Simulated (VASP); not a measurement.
Runs of VASP 6.6.1 on Pd. The structure is that of space group Pm-3m (No. 221), or close to it. The cells are those of the table. This isn't the form of Pd at room conditions, which is fcc.

```csv
cell,gap on the mesh (eV),pressure (GPa),moment (μB)
"a = 3.674 Å, angles 60.0°, 2 atoms",none,(a),0.00
"a = 3.821 Å, angles 60.0°, 2 atoms",none,-6.8,0.00
"a = 3.623 Å, angles 60.0°, 2 atoms",none,(b),0.00
"a = 3.725 Å, angles 60.0°, 2 atoms",none,0.0,0.00
"a = 3.569 Å, angles 60.0°, 2 atoms",none,19.5,0.00
```

Alike in all rows: task single point; level revPBE; potentials or basis VASP PAW PBE potentials, release 64 (Pd); spin collinear; k mesh 12 × 12 × 12; cutoff (eV) 520; smearing fermi-dirac 0.05 eV.

Question: Fill in the values left out.

Answer: (a) 4.9; (b) 11.3.

Caveats: the PAW data sets were made with another functional, which shifts forces and pressure a little; the cell stands under pressure (at least some runs); the cell stands under tension (at least some runs).

A k mesh can miss the band edges, and the runs leave out spin-orbit coupling on Pd.

A gap of «none» marks levels without a gap at the run's occupations.
